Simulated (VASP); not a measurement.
# BaF2 (Fm-3m) in VASP: further runs, part 2 of 2

VASP 6.6.1.

### 3 Single point, PBE (Ca replaced by Ba, lengths x 1.081, strained)

File INCAR:

```
PREC = Accurate ; ENCUT = 600
EDIFF = 1E-6 ; ISMEAR = 0
SIGMA = 0.02 ; LREAL = F
LASPH = T ; NELM = 120
ALGO = Normal ; ISIF = 2
LWAVE = F ; LCHARG = F
GGA = PE ; NBANDS = 19
GGA_COMPAT = F
```

File KPOINTS:

```
regular mesh
0
Gamma
  8 8 8
```

File POSCAR:

```
BaF2
1.0
    0.0000000000      2.8753043753      2.8753043753
    2.8753043753      0.0000000000      2.8753043753
    2.8753043753      2.8753043753      0.0000000000
Ba F
1 2
Direct
    0.0000000000      0.0000000000      0.0000000000
    0.2500000000      0.2500000000      0.2500000000
    0.7500000000      0.7500000000      0.7500000000
```

Potentials or basis: VASP PAW PBE potentials, release 64 (Ba_sv, F).

On the command line:

```bash
> cat potpaw_PBE.64/Ba_sv/POTCAR potpaw_PBE.64/F/POTCAR > POTCAR
> mpirun -np 1 vasp_std > vasp.out
```

OUTCAR:

```text
PREC = Accurate
   ENCUT = 600
   EDIFF = 1E-6
   ISMEAR = 0
   LREAL = F
   LASPH = T
   NELM = 120
   ISIF = 2
   GGA = PE

 ion  position               nearest neighbor table
   1  0.000  0.000  0.000-   3 2.49   3 2.49   2 2.49   2 2.49   3 2.49   2 2.49   3 2.49   2 2.49

   2  0.250  0.250  0.250-   1 2.49   1 2.49   1 2.49   1 2.49
   3  0.750  0.750  0.750-   1 2.49   1 2.49   1 2.49   1 2.49

  LATTYP: Found a face centered cubic cell.
 ALAT       =     5.7506087506

  Lattice vectors:

 A1 = (   0.0000000000,   2.8753043753,   2.8753043753)
 A2 = (   2.8753043753,   0.0000000000,   2.8753043753)
 A3 = (   2.8753043753,   2.8753043753,   0.0000000000)

Analysis of symmetry for initial positions (statically):
=====================================================================
 Subroutine PRICEL returns:
 Original cell was already a primitive cell.

 Routine SETGRP: Setting up the symmetry group for a
 face centered cubic supercell.

 Subroutine GETGRP returns: Found 48 space group operations
 (whereof 48 operations were pure point group operations)
 out of a pool of 48 trial point group operations.

The static configuration has the point symmetry O_h .

Analysis of symmetry for dynamics (positions and initial velocities):
=====================================================================
 Subroutine PRICEL returns:
 Original cell was already a primitive cell.

 Routine SETGRP: Setting up the symmetry group for a
 face centered cubic supercell.

 Subroutine GETGRP returns: Found 48 space group operations
 (whereof 48 operations were pure point group operations)
 out of a pool of 48 trial point group operations.

The dynamic configuration has the point symmetry O_h .

 Subroutine INISYM returns: Found 48 space group operations
 (whereof 48 operations are pure point group operations),
 and found     1 'primitive' translations

----------------------------------------------------------------------------------------

                                     Primitive cell

  volume of cell :      47.5424

  direct lattice vectors                    reciprocal lattice vectors
     0.000000000  2.875304375  2.875304375    -0.173894633  0.173894633  0.173894633
     2.875304375  0.000000000  2.875304375     0.173894633 -0.173894633  0.173894633
     2.875304375  2.875304375  0.000000000     0.173894633  0.173894633 -0.173894633

  length of vectors
     4.066294443  4.066294443  4.066294443     0.301194340  0.301194340  0.301194340

  position of ions in fractional coordinates (direct lattice)
     0.000000000  0.000000000  0.000000000
     0.250000000  0.250000000  0.250000000
     0.750000000  0.750000000  0.750000000

  ion indices of the primitive-cell ions
   primitive index   ion index
                 1           1
                 2           2
                 3           3

----------------------------------------------------------------------------------------

 KPOINTS: regular mesh

Automatic generation of k-mesh.
 Grid dimensions read from file:
 generate k-points for:    8    8    8

 Generating k-lattice:

  Cartesian coordinates                     Fractional coordinates (reciprocal lattice)
    -0.021736829  0.021736829  0.021736829     0.125000000  0.000000000  0.000000000
     0.021736829 -0.021736829  0.021736829     0.000000000  0.125000000  0.000000000
     0.021736829  0.021736829 -0.021736829     0.000000000  0.000000000  0.125000000

  Length of vectors
     0.037649293  0.037649293  0.037649293

  Shift w.r.t. Gamma in fractional coordinates (k-lattice)
     0.000000000  0.000000000  0.000000000

 Subroutine IBZKPT returns following result:
 ===========================================

 Found     29 irreducible k-points:

 Following reciprocal coordinates:
            Coordinates               Weight
  0.000000  0.000000  0.000000      1.000000
  0.125000  0.000000  0.000000      8.000000
  0.250000  0.000000  0.000000      8.000000
  0.375000  0.000000  0.000000      8.000000
  0.500000  0.000000  0.000000      4.000000
  0.125000  0.125000  0.000000      6.000000
[... 16 lines left out ...]
  0.500000  0.250000  0.125000     48.000000
 -0.375000  0.250000  0.125000     24.000000
 [... further k-points ...]
   k-points           NKPTS =     29   k-points in BZ     NKDIM =     29   number of bands    NBANDS=     19
   number of dos      NEDOS =    301   number of ions     NIONS =      3
   total plane-waves  NPLWV =  32768
   dimension x,y,z NGX =    32 NGY =   32 NGZ =   32
   dimension x,y,z NGXF=    64 NGYF=   64 NGZF=   64
   ions per type =               1   2
   NGX,Y,Z   is equivalent  to a cutoff of  13.08, 13.08, 13.08 a.u.
   NGXF,Y,Z  is equivalent  to a cutoff of  26.17, 26.17, 26.17 a.u.
 SYSTEM =  unknown system
   PREC   = accura    normal or accurate (medium, high low for compatibility)
   ISTART =      0    job   : 0-new  1-cont  2-samecut
   ICHARG =      2    charge: 1-file 2-atom 10-const
   ISPIN  =      1    spin polarized calculation?
   LNONCOLLINEAR =      F non collinear calculations
   LSORBIT =      F    spin-orbit coupling
   LASPH  =      T    aspherical Exc in radial PAW
   ENCUT  =  600.0 eV  44.10 Ry    6.64 a.u.   8.12  8.12  8.12*2*pi/ulx,y,z
   NELM   =    120;   NELMIN=  2; NELMDL= -5     # of ELM steps
   EDIFF  = 0.1E-05   stopping-criterion for ELM
   LREAL  =      F    real-space projection
   EDIFFG = 0.1E-04   stopping-criterion for IOM
   NSW    =      0    number of steps for IOM
   IBRION =     -1    ionic relax: 0-MD 1-quasi-New 2-CG
   NFREE  =      0    steps in history (QN), initial steepest desc. (CG)
   ISIF   =      2    stress and relaxation
   ISYM   =      2    0-nonsym 1-usesym 2-fastsym
   POTIM  = 0.5000    time-step for ionic-motion
   TEBEG  =    0.0;   TEEND  =   0.0 temperature during run
   PSTRESS=    0.0 pullay stress
   NELECT =      24.0000    total number of electrons
   NUPDOWN=      -1.0000    fix difference up-down
   EMIN   =  10.00;   EMAX   =-10.00  energy-range for DOS
   EFERMI =   0.00;   METHOD = LEGACY
   ISMEAR =     0;   SIGMA  =   0.02  broadening in eV -4-tet -1-fermi 0-gaus
   EFERMI_NEDOS =   21; number of points for ismear=-14 and -15
   IALGO  =     38    algorithm
   IMIX   =      4    mixing-type and parameters
     AMIX     =   0.40;   BMIX     =  1.00
     AMIX_MAG =   1.60;   BMIX_MAG =  1.00
  volume/ion in A,a.u.               =      15.85       106.94
  Fermi-wavevector in a.u.,A,eV,Ry     =   1.303521  2.463298 23.118576  1.699167
  Thomas-Fermi vector in A             =   2.434518
   LORBIT       =      0    0 simple, 1 ext, 2 COOP (PROOUT), +10 PAW based schemes
   GGA     = PE    functional components
   LHFCALC =     F    Hartree Fock is set to
   AEXX    =    0.0000 exact exchange contribution
   IVDW    =     0    specifies the selected vdW correction
   LEPSILON=     F    determine dielectric tensor
   LRPA    =     F    only Hartree local field effects (RPA)
 non-spin polarized calculation
 Gauss-broadening in eV      SIGMA  =   0.02
  energy-cutoff  :      600.00
  volume of cell :       47.54
 maximum number of plane-waves:      1604
   NGX = 17   NGY = 17   NGZ = 17

 number of electron      23.9999982 magnetization

 Free energy of the ion-electron system (eV)
  ---------------------------------------------------
  ext. energy  EPLUGINS =         0.00000000
  ---------------------------------------------------
  free energy    TOTEN  =       -16.16558703 eV

  energy without entropy =      -16.16558703  energy(sigma->0) =      -16.16558703

 E-fermi :  -0.6758     XC(G=0):  -9.7874

 val. band max:       -0.8617680858   @ k =  -0.2500   0.2500   0.0000
 cond. band min:       6.6216782106   @ k =   0.5000   0.5000   0.0000
 fundamental gap:      7.4834462964
 Fermi energy:        -0.6757773591

 k-point     1 :       0.0000    0.0000    0.0000
  band No.  band energies     occupation
      1     -23.9516      2.00000
      2     -20.3444      2.00000
      3     -19.6289      2.00000
      4      -8.1234      2.00000
      5      -8.1234      2.00000
      6      -8.1234      2.00000
[... 11 lines left out ...]
     18      12.3586      0.00000
     19      16.0279      0.00000

 k-point     2 :       0.1250    0.0000    0.0000
  band No.  band energies     occupation
      1     -23.8682      2.00000
      2     -20.3730      2.00000
      3     -19.7420      2.00000
      4      -8.1970      2.00000
      5      -8.1871      2.00000
      6      -8.1871      2.00000
[... 476 lines left out ...]
 k-point    24 :      -0.3750    0.2500    0.1250
  band No.  band energies     occupation
      1     -23.0818      2.00000
      2     -20.7975      2.00000
      3     -20.5078      2.00000
      4      -8.8194      2.00000
      5      -8.4414      2.00000
      6      -8.4239      2.00000
[... 11 lines left out ...]
     18      13.2875      0.00000
     19      15.5172      0.00000

 [... further k-points ...]
[... 5 lines left out ...]
  --------------------------------------------------------------------------------------
  -------------------------------------------------------------------------------------
  Total        8.0114283      8.0114283      8.0114283      0.0000000     -0.0000000      0.0000000
  in kB      269.9846421    269.9846421    269.9846421      0.0000000     -0.0000000      0.0000000
  external PRESSURE =     269.9846421 kB  Pullay stress =       0.0000000 kB

 VOLUME and BASIS-vectors are now :
 -----------------------------------------------------------------------------
  energy-cutoff  :      600.00
  volume of cell :       47.54
      direct lattice vectors                 reciprocal lattice vectors
     0.000000000  2.875304375  2.875304375    -0.173894633  0.173894633  0.173894633
     2.875304375  0.000000000  2.875304375     0.173894633 -0.173894633  0.173894633
     2.875304375  2.875304375  0.000000000     0.173894633  0.173894633 -0.173894633

 POSITION                                       TOTAL-FORCE (eV/Angst)
 -----------------------------------------------------------------------------------
      0.00000      0.00000      0.00000        -0.000000     -0.000000     -0.000000
      1.43765      1.43765      1.43765        -0.000000      0.000000     -0.000000
      4.31296      4.31296      4.31296         0.000000      0.000000      0.000000
 -----------------------------------------------------------------------------------
    total drift:                               -0.000000     -0.000000      0.000000

  FREE ENERGIE OF THE ION-ELECTRON SYSTEM (eV)
  ---------------------------------------------------
  free  energy   TOTEN  =       -16.1655870292 eV

  energy  without entropy=      -16.1655870292  energy(sigma->0) =      -16.16558703
```

OSZICAR:

```text
N       E                     dE             d eps       ncg     rms          rms(c)
DAV:   1     0.160994959910E+03    0.16099E+03   -0.14705E+04  1102   0.135E+03
DAV:   2    -0.101708585506E+02   -0.17117E+03   -0.16501E+03  1353   0.297E+02
DAV:   3    -0.178129881042E+02   -0.76421E+01   -0.76060E+01  1441   0.595E+01
DAV:   4    -0.179176902768E+02   -0.10470E+00   -0.10461E+00  1341   0.691E+00
DAV:   5    -0.179198480350E+02   -0.21578E-02   -0.21577E-02  1315   0.705E-01    0.109E+01
DAV:   6    -0.161264472646E+02    0.17934E+01   -0.65704E+00  1144   0.235E+01    0.653E+00
DAV:   7    -0.161434301449E+02   -0.16983E-01   -0.45178E-01  1234   0.477E+00    0.337E+00
DAV:   8    -0.161590055407E+02   -0.15575E-01   -0.68113E-02  1114   0.263E+00    0.466E-01
DAV:   9    -0.161631964206E+02   -0.41909E-02   -0.23048E-02  1129   0.119E+00    0.135E-01
DAV:  10    -0.161655129026E+02   -0.23165E-02   -0.35045E-03  1123   0.460E-01    0.986E-02
DAV:  11    -0.161655812579E+02   -0.68355E-04   -0.41152E-04  1262   0.170E-01    0.246E-02
DAV:  12    -0.161655871784E+02   -0.59204E-05   -0.22220E-05  1159   0.385E-02    0.889E-03
DAV:  13    -0.161655870292E+02    0.14914E-06   -0.75397E-06  1222   0.223E-02
   1 F= -.16165587E+02 E0= -.16165587E+02  d E =-.731109E-41
```

stdout:

```text
POSCAR found type information on POSCAR BaF
 POSCAR found :  2 types and       3 ions
 scaLAPACK will be used
 LDA part: xc-table for (Slater+PW92), standard interpolation
 POSCAR, INCAR and KPOINTS ok, starting setup
 FFT: planning ... GRIDC
 FFT: planning ... GRID_SOFT
 FFT: planning ... GRID
 WAVECAR not read
 entering main loop
```

Run time: 43 s. Hardware: 1 thread of Intel Xeon 8259CL, shared host; peak memory 0.19 GiB.

What came out:

| Item | Value |
| --- | --- |
| Free energy | -16.1656 eV |
| Pressure | 27.0 GPa |
| Band gap on the k mesh | 7.48 eV, indirect (least direct gap 7.61 eV) |

Caveat: the cell differs from its parent crystal (Ca replaced by Ba, lengths x 1.081, strained); spin-orbit coupling is left out, which moves the levels of the heavy elements. A k mesh can miss the band edges.

### 4 Single point, PBE

File INCAR:

```
SYSTEM = BaF2
PREC = Accurate
ENCUT = 600
EDIFF = 1E-6
ISMEAR = -1
SIGMA = 0.02
LREAL = .False.
LASPH = .True.
NELM = 120
ALGO = Normal
ISIF = 2
LWAVE = .False.
LCHARG = .True.
GGA = PE
LELF = .True.
LVHAR = .True.
NBANDS = 19
GGA_COMPAT = .False.
```

File KPOINTS:

```
regular mesh
0
Gamma
  8 8 8
  0 0 0
```

POSCAR is that of step 3.

On the command line:

```bash
> cat potpaw_PBE.64/Ba_sv/POTCAR potpaw_PBE.64/F/POTCAR > POTCAR
> mpirun -np 1 vasp_std > vasp.out
```

It took 45 s on 1 thread of Intel Xeon 8259CL, shared host; peak memory 0.19 GiB.

The run converged. Its results:

* Free energy: -16.1656 eV
* Pressure: 27.0 GPa
* Band gap on the k mesh: 7.48 eV, indirect (least direct gap 7.61 eV)

Levels at points of the mesh, in eV from the valence-band top:
```
           k point  band 9  band 10  band 11  band 12  band 13  band 14  band 15  band 16
(0.00, 0.00, 0.00)   -2.44    -0.31    -0.31    -0.31     7.68     9.84     9.84    13.22
(0.50, 0.00, 0.00)   -1.07    -0.39    -0.19    -0.19     9.94     9.94    10.44    10.51
(0.50, 0.50, 0.00)   -0.84    -0.51    -0.13    -0.13     7.48    10.09    11.94    13.74
```

Caveat: spin-orbit coupling is left out, which moves the levels of the heavy elements. A k mesh can miss the band edges.

### 5 Overview

| k mesh | smearing | gap on the mesh (eV) | pressure (GPa) |
| --- | --- | --- | --- |
| 6 × 6 × 6 | gaussian 0.1 eV | 7.52 | 27.0 |
| 8 × 8 × 8 | gaussian 0.02 eV | 7.48 | 27.0 |
| 8 × 8 × 8 | fermi-dirac 0.02 eV | 7.48 | 27.0 |

Alike in all rows: task single point; level PBE; potentials or basis VASP PAW PBE potentials, release 64 (Ba_sv, F); no spin polarisation; cell as given; cutoff (eV) 600.

Caveats: spin-orbit coupling is left out, which moves the levels of the heavy elements.

Total energies depend on the potentials used, so only differences within one code and one set of settings carry meaning.
